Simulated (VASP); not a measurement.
# Rh (P6_3/mmc) in VASP: notebook, part 2 of 2

VASP 6.6.1. The steps go on from the part before.

## (3) Vibrations by perturbation theory, PBE

This run uses another cell than the first one, of 13.43 Å³/atom.

INCAR reads:

```
ALGO = Normal
EDIFF = 1E-8
ENCUT = 520
GGA = PE
IBRION = 8
ISIF = 2
ISMEAR = -1
LASPH = True
LCHARG = False
LREAL = False
LWAVE = False
NBANDS = 22
NELM = 60
NSW = 1
PREC = Accurate
SIGMA = 0.15
```

KPOINTS reads:

```
k-points
0
Gamma
  18 18 10
```

POSCAR reads:

```
Rh
1.0
    2.6793855526      0.0000000000      0.0000000000
   -1.3396927763      2.3204159551      0.0000000000
    0.0000000000      0.0000000000      4.3216152521
Rh
2
Direct
    0.6666666667      0.3333333333      0.7500000000
    0.3333333333      0.6666666667      0.2500000000
```

Potentials or basis: VASP PAW PBE potentials, release 64 (Rh_pv).

The run is started by

```sh
$ cat potpaw_PBE.64/Rh_pv/POTCAR > POTCAR
$ mpirun -np 1 vasp_std > vasp.out
```

OUTCAR:

```text
EDIFF = 1E-8
   ENCUT = 520
   GGA = PE
   IBRION = 8
   ISIF = 2
   ISMEAR = -1
   LASPH = True
   LREAL = False
   NELM = 60
   NSW = 1
   PREC = Accurate

 ion  position               nearest neighbor table
   1  0.667  0.333  0.750-   2 2.66   2 2.66   2 2.66   2 2.66   2 2.66   2 2.66
   2  0.333  0.667  0.250-   1 2.66   1 2.66   1 2.66   1 2.66   1 2.66   1 2.66

  LATTYP: Found a hexagonal cell.
 ALAT       =     2.6793855526
 C/A-ratio  =     1.6129127993

  Lattice vectors:

 A1 = (   2.6793855526,   0.0000000000,   0.0000000000)
 A2 = (  -1.3396927763,   2.3204159551,   0.0000000000)
 A3 = (   0.0000000000,   0.0000000000,   4.3216152521)

Analysis of symmetry for initial positions (statically):
=====================================================================
 Subroutine PRICEL returns:
 Original cell was already a primitive cell.

 Routine SETGRP: Setting up the symmetry group for a
 hexagonal supercell.

 Subroutine GETGRP returns: Found 24 space group operations
 (whereof 12 operations were pure point group operations)
 out of a pool of 24 trial point group operations.

The static configuration has the point symmetry D_3d.
 The point group associated with its full space group is D_6h.

Analysis of symmetry for dynamics (positions and initial velocities):
=====================================================================
 Subroutine PRICEL returns:
 Original cell was already a primitive cell.

 Routine SETGRP: Setting up the symmetry group for a
 hexagonal supercell.

 Subroutine GETGRP returns: Found 24 space group operations
[... 790 lines left out ...]
  ---------------------------------------------------
  free  energy   TOTEN  =       -14.5035428487 eV

  energy  without entropy=      -14.2715412116  energy(sigma->0) =      -14.38754203

[... ionic steps 2 to 3 ...]

--------------------------------------- Ionic step        4  -------------------------------------------

------------------------ aborting loop because EDIFF is reached ----------------------------------------

[... ionic steps 5 to 5 ...]

--------------------------------------- Ionic step        6  -------------------------------------------

 Free energy of the ion-electron system (eV)
  ---------------------------------------------------
  ---------------------------------------------------
  free energy    TOTEN  =        -0.58551057 eV

  energy without entropy =       -0.58551057

------------------------ aborting loop because EDIFF is reached ----------------------------------------

 INTERNAL STRAIN TENSOR  FOR ION    1  DIRECTION 3   (eV/Angst):
 -----------------------------------------------------------------------------
     0.06324  0.00000  0.00000
     0.00000  0.06324 -0.00000
     0.00000  0.00000 -0.11961

 INTERNAL STRAIN TENSOR FOR ION    2 for displacements in x,y,z  (eV/Angst):
          X           Y           Z          XY          YZ          ZX
  --------------------------------------------------------------------------------
  x     0.00000    -0.00000     0.00000    -2.80659     0.00000     0.00000
  y    -2.80659     2.80659     0.00000     0.00000     0.00000     0.00000
  z    -0.00000     0.00000     0.00000     0.00000    -0.00000     0.00000

 SECOND DERIVATIVES (NOT SYMMETRIZED)
 ------------------------------------
               1X          1Y          1Z          2X          2Y          2Z
  1X    -4.598397    0.000000    0.000000    4.598397    0.000000    0.000000
  1Y     0.000000   -4.598397    0.000000    0.000000    4.598397    0.000000
  1Z     0.000000   -0.000000  -13.540001   -0.000000    0.000000   13.540001
  2X     4.598397    0.000000    0.000000   -4.598397    0.000000    0.000000
  2Y     0.000000    4.598397    0.000000    0.000000   -4.598397    0.000000
  2Z    -0.000000    0.000000   13.540001    0.000000   -0.000000  -13.540001

 Eigenvectors and eigenvalues of the dynamical matrix
 ----------------------------------------------------

   1 f  =    8.019637 THz    50.388868 2PiTHz  267.506307 cm-1    33.166540 meV
             X         Y         Z           dx          dy          dz
      1.339693  0.773472  3.241211    -0.000000    0.000000    0.707107
     -0.000000  1.546944  1.080404     0.000000    0.000000   -0.707107
[... 16 lines left out ...]
   5 f  =    0.000000 THz     0.000000 2PiTHz    0.000000 cm-1     0.000000 meV
             X         Y         Z           dx          dy          dz
      1.339693  0.773472  3.241211    -0.000000    0.000000    0.707107
     -0.000000  1.546944  1.080404     0.000000    0.000000    0.707107

   6 f/i=    0.000000 THz     0.000000 2PiTHz    0.000002 cm-1     0.000000 meV
             X         Y         Z           dx          dy          dz
      1.339693  0.773472  3.241211     0.707107    0.000000   -0.000000
     -0.000000  1.546944  1.080404     0.707107    0.000000    0.000000

--------------------------------------------------------------------------------------------------------

 ELASTIC MODULI CONTR FROM IONIC RELAXATION (kBar)
 Direction    XX          YY          ZZ          XY          YZ          ZX
 --------------------------------------------------------------------------------
 XX        -102.1447    102.1447      0.0000      0.0000      0.0000      0.0000
 YY         102.1447   -102.1447      0.0000     -0.0000     -0.0000      0.0000
 ZZ           0.0000      0.0000      0.0000      0.0000      0.0000      0.0000
 XY           0.0000     -0.0000      0.0000   -102.1447     -0.0000      0.0000
 YZ           0.0000     -0.0000      0.0000     -0.0000     -0.0000      0.0000
 ZX           0.0000      0.0000      0.0000      0.0000      0.0000      0.0000
 --------------------------------------------------------------------------------
```

Wall time 13 min (1 thread of Oxide Virtual Turin-like, shared host); peak memory 1 GiB.

What came out:

- Highest phonon frequency at Γ: 268 cm⁻¹

Phonon frequencies in cm⁻¹ (negative: imaginary):
```tsv
q point	frequencies
(0.000, 0.000, 0.000)	0 0 0 156 156 268
```

Caveat: the cell stands under pressure or tension, which shifts response properties.

## (4) Vibrations by perturbation theory, PBE

This run uses another cell than the first one, of 13.74 Å³/atom.

INCAR reads:

```
SYSTEM = Rh
PREC = Accurate ; ENCUT = 520
EDIFF = 1E-8 ; ISMEAR = -1
SIGMA = 0.15 ; LREAL = .False.
LASPH = .True. ; NELM = 60
ALGO = Normal ; ISIF = 2
LWAVE = .False. ; LCHARG = .False.
GGA = PE ; IBRION = 8
NSW = 1
```

KPOINTS reads:

```
regular mesh
0
Gamma
  18 18 10
  0 0 0
```

POSCAR reads:

```
Rh
1.0
    2.7005026188      0.0000000000      0.0000000000
   -1.3502513094      2.3387038709      0.0000000000
    0.0000000000      0.0000000000      4.3524717011
Rh
2
Direct
    0.6666666667      0.3333333333      0.7500000000
    0.3333333333      0.6666666667      0.2500000000
```

Potentials or basis: VASP PAW PBE potentials, release 64 (Rh_pv).

The run is started by

```sh
$ cat potpaw_PBE.64/Rh_pv/POTCAR > POTCAR
$ mpirun -np 1 vasp_std > vasp.out
```

OUTCAR:

```text
SYSTEM = Rh
   PREC = Accurate
   ENCUT = 520
   EDIFF = 1E-8
   ISMEAR = -1
   LREAL = .False.
   LASPH = .True.
   NELM = 60
   ISIF = 2
   GGA = PE
   IBRION = 8
   NSW = 1

 ion  position               nearest neighbor table
   1  0.667  0.333  0.750-   2 2.68   2 2.68   2 2.68   2 2.68   2 2.68   2 2.68
   2  0.333  0.667  0.250-   1 2.68   1 2.68   1 2.68   1 2.68   1 2.68   1 2.68

  LATTYP: Found a hexagonal cell.
 ALAT       =     2.7005026188
 C/A-ratio  =     1.6117265248

  Lattice vectors:

 A1 = (   2.7005026188,   0.0000000000,   0.0000000000)
 A2 = (  -1.3502513094,   2.3387038709,   0.0000000000)
 A3 = (   0.0000000000,   0.0000000000,   4.3524717011)

Analysis of symmetry for initial positions (statically):
=====================================================================
 Subroutine PRICEL returns:
 Original cell was already a primitive cell.

 Routine SETGRP: Setting up the symmetry group for a
 hexagonal supercell.

 Subroutine GETGRP returns: Found 24 space group operations
 (whereof 12 operations were pure point group operations)
 out of a pool of 24 trial point group operations.

The static configuration has the point symmetry D_3d.
 The point group associated with its full space group is D_6h.

Analysis of symmetry for dynamics (positions and initial velocities):
=====================================================================
 Subroutine PRICEL returns:
 Original cell was already a primitive cell.

 Routine SETGRP: Setting up the symmetry group for a
 hexagonal supercell.

[... 724 lines left out ...]
[... ionic steps 2 to 3 ...]

--------------------------------------- Ionic step        4  -------------------------------------------

------------------------ aborting loop because EDIFF is reached ----------------------------------------

[... ionic steps 5 to 5 ...]

--------------------------------------- Ionic step        6  -------------------------------------------

 Free energy of the ion-electron system (eV)
  ---------------------------------------------------
  ---------------------------------------------------
  free energy    TOTEN  =        -0.58442665 eV

  energy without entropy =       -0.58442665

------------------------ aborting loop because EDIFF is reached ----------------------------------------

 INTERNAL STRAIN TENSOR  FOR ION    1  DIRECTION 3   (eV/Angst):
 -----------------------------------------------------------------------------
     0.06194  0.00000  0.00000
    -0.00000  0.06194 -0.00000
     0.00000  0.00000 -0.11740

 INTERNAL STRAIN TENSOR FOR ION    2 for displacements in x,y,z  (eV/Angst):
          X           Y           Z          XY          YZ          ZX
  --------------------------------------------------------------------------------
  x     0.00000    -0.00000     0.00000    -2.51120     0.00000     0.00000
  y    -2.51120     2.51120    -0.00000     0.00000     0.00000     0.00000
  z     0.00000     0.00000    -0.00000     0.00000     0.00000     0.00000

 SECOND DERIVATIVES (NOT SYMMETRIZED)
 ------------------------------------
               1X          1Y          1Z          2X          2Y          2Z
  1X    -4.250806    0.000000    0.000000    4.250806    0.000000    0.000000
  1Y     0.000000   -4.250806    0.000000    0.000000    4.250806    0.000000
  1Z     0.000000    0.000000  -12.064200    0.000000    0.000000   12.064200
  2X     4.250806    0.000000    0.000000   -4.250806    0.000000    0.000000
  2Y     0.000000    4.250806    0.000000    0.000000   -4.250806    0.000000
  2Z     0.000000    0.000000   12.064200    0.000000    0.000000  -12.064200

 Eigenvectors and eigenvalues of the dynamical matrix
 ----------------------------------------------------

   1 f  =    7.569979 THz    47.563578 2PiTHz  252.507304 cm-1    31.306902 meV
             X         Y         Z           dx          dy          dz
      1.350251  0.779568  3.264354     0.000000   -0.000000   -0.707107
     -0.000000  1.559136  1.088118    -0.000000    0.000000    0.707107
[... 11 lines left out ...]
   4 f  =    0.000000 THz     0.000000 2PiTHz    0.000003 cm-1     0.000000 meV
             X         Y         Z           dx          dy          dz
      1.350251  0.779568  3.264354     0.062994   -0.645298    0.282174
     -0.000000  1.559136  1.088118     0.062994   -0.645298    0.282174

   5 f/i=    0.000000 THz     0.000000 2PiTHz    0.000002 cm-1     0.000000 meV
             X         Y         Z           dx          dy          dz
      1.350251  0.779568  3.264354     0.702750    0.038831   -0.068082
     -0.000000  1.559136  1.088118     0.702750    0.038831   -0.068082

   6 f/i=    0.000000 THz     0.000001 2PiTHz    0.000003 cm-1     0.000000 meV
             X         Y         Z           dx          dy          dz
      1.350251  0.779568  3.264354    -0.046635   -0.286501   -0.644781
     -0.000000  1.559136  1.088118    -0.046635   -0.286501   -0.644781

--------------------------------------------------------------------------------------------------------

 ELASTIC MODULI CONTR FROM IONIC RELAXATION (kBar)
 Direction    XX          YY          ZZ          XY          YZ          ZX
 --------------------------------------------------------------------------------
 XX         -86.4662     86.4662     -0.0000     -0.0000      0.0000      0.0000
 YY          86.4662    -86.4662      0.0000      0.0000     -0.0000      0.0000
 ZZ          -0.0000      0.0000     -0.0000     -0.0000      0.0000      0.0000
 XY          -0.0000      0.0000     -0.0000    -86.4662     -0.0000      0.0000
 YZ           0.0000     -0.0000      0.0000     -0.0000     -0.0000      0.0000
 ZX           0.0000      0.0000      0.0000      0.0000      0.0000      0.0000
 --------------------------------------------------------------------------------
```

OSZICAR:

```text
N       E                     dE             d eps       ncg     rms          rms(c)
DAV:   1     0.324320238241E+03    0.32432E+03   -0.19787E+04  8468   0.184E+03
DAV:   2    -0.772698616768E+01   -0.33205E+03   -0.32378E+03  8856   0.525E+02
DAV:   3    -0.154495332712E+02   -0.77225E+01   -0.75519E+01  9100   0.883E+01
DAV:   4    -0.155051007352E+02   -0.55567E-01   -0.55501E-01  9189   0.762E+00
[... 64 lines left out ...]
RMM:  20    -0.584426598006E+00   -0.51716E-08    0.33339E-07 13655   0.609E-05    0.109E-06
RMM:  21    -0.584426609011E+00   -0.11004E-07    0.31022E-07  5315   0.567E-05    0.945E-07
RMM:  22    -0.584426630190E+00   -0.21180E-07    0.16172E-07 10840   0.551E-05    0.771E-07
RMM:  23    -0.584426641022E+00   -0.10832E-07    0.10813E-07  8672   0.533E-05    0.668E-07
RMM:  24    -0.584426649607E+00   -0.85846E-08    0.80749E-08 12926   0.527E-05    0.368E-07
 Linear response finished
```

Wall time 17 min (1 thread of Oxide Virtual Turin-like, shared host); peak memory 0.92 GiB.

Results:

| Item | Value |
| --- | --- |
| Highest phonon frequency at Γ | 253 cm⁻¹ |

Phonon frequencies in cm⁻¹ (negative: imaginary):
| q point | frequencies |
| --- | --- |
| (0.000, 0.000, 0.000) | 0 0 0 150 150 253 |

Caveat: the cell stands under pressure or tension, which shifts response properties.

## (5) Vibrations by perturbation theory, PBE (13.88 Å³/atom)

This run uses another cell than the first one, of 13.88 Å³/atom.

INCAR reads:

```
SYSTEM = Rh
ALGO = Normal
EDIFF = 1E-8
ENCUT = 520
GGA = PE
IBRION = 8
ISIF = 2
ISMEAR = -1
LASPH = .TRUE.
LCHARG = .FALSE.
LREAL = .FALSE.
LWAVE = .FALSE.
NELM = 80
NSW = 1
PREC = Accurate
SIGMA = 0.15
```

KPOINTS reads:

```
k-points
0
G
  18 18 10
  0 0 0
```

POSCAR reads:

```
Rh
1.0
    2.7094731203      0.0000000000      0.0000000000
   -1.3547365602      2.3464725531      0.0000000000
    0.0000000000      0.0000000000      4.3657133131
Rh
2
Direct
    0.6666666667      0.3333333333      0.7500000000
    0.3333333333      0.6666666667      0.2500000000
```

Potentials or basis: VASP PAW PBE potentials, release 64 (Rh_pv).

The run is started by

```sh
$ cat potpaw_PBE.64/Rh_pv/POTCAR > POTCAR
$ mpirun -np 1 vasp_std > vasp.out
```

OUTCAR:

```text
SYSTEM = Rh
   EDIFF = 1E-8
   ENCUT = 520
   GGA = PE
   IBRION = 8
   ISIF = 2
   ISMEAR = -1
   LASPH = .TRUE.
   LREAL = .FALSE.
   NELM = 80
   NSW = 1
   PREC = Accurate

 ion  position               nearest neighbor table
   1  0.667  0.333  0.750-   2 2.69   2 2.69   2 2.69   2 2.69   2 2.69   2 2.69
   2  0.333  0.667  0.250-   1 2.69   1 2.69   1 2.69   1 2.69   1 2.69   1 2.69

  LATTYP: Found a hexagonal cell.
 ALAT       =     2.7094731203
 C/A-ratio  =     1.6112775877
[... 791 lines left out ...]
  2X     4.111932   -0.000000    0.000000   -4.111932    0.000000    0.000000
  2Y    -0.000000    4.111932    0.000000    0.000000   -4.111932    0.000000
  2Z     0.000000    0.000000   11.472241    0.000000    0.000000  -11.472241

 Eigenvectors and eigenvalues of the dynamical matrix
 ----------------------------------------------------

   1 f  =    7.381923 THz    46.381990 2PiTHz  246.234446 cm-1    30.529167 meV
             X         Y         Z           dx          dy          dz
      1.354737  0.782158  3.274285     0.000000    0.000000   -0.707107
     -0.000000  1.564315  1.091428     0.000000    0.000000    0.707107
[... 16 lines left out ...]
   5 f  =    0.000000 THz     0.000000 2PiTHz    0.000000 cm-1     0.000000 meV
             X         Y         Z           dx          dy          dz
      1.354737  0.782158  3.274285     0.000000    0.000000    0.707107
     -0.000000  1.564315  1.091428     0.000000    0.000000    0.707107

   6 f/i=    0.000000 THz     0.000000 2PiTHz    0.000001 cm-1     0.000000 meV
             X         Y         Z           dx          dy          dz
      1.354737  0.782158  3.274285    -0.059790    0.704574    0.000000
     -0.000000  1.564315  1.091428    -0.059790    0.704574    0.000000

--------------------------------------------------------------------------------------------------------

 ELASTIC MODULI CONTR FROM IONIC RELAXATION (kBar)
 Direction    XX          YY          ZZ          XY          YZ          ZX
 --------------------------------------------------------------------------------
 XX         -80.5408     80.5408     -0.0000      0.0000     -0.0000      0.0000
 YY          80.5408    -80.5408      0.0000      0.0000      0.0000      0.0000
 ZZ          -0.0000      0.0000     -0.0000     -0.0000     -0.0000      0.0000
 XY           0.0000      0.0000     -0.0000    -80.5408      0.0000      0.0000
 YZ          -0.0000      0.0000     -0.0000      0.0000     -0.0000      0.0000
 ZX           0.0000      0.0000      0.0000      0.0000      0.0000      0.0000
 --------------------------------------------------------------------------------
```

Run time: 16 min. Hardware: 1 thread of Oxide Virtual Turin-like, shared host; peak memory 0.92 GiB.

What came out:

| Property | Result |
| --- | --- |
| Highest phonon frequency at Γ | 246 cm⁻¹ |

Phonon frequencies in cm⁻¹ (negative: imaginary):
| q point | frequencies |
| --- | --- |
| (0.000, 0.000, 0.000) | 0 0 0 147 147 246 |

Caveat: the cell stands under pressure or tension, which shifts response properties.
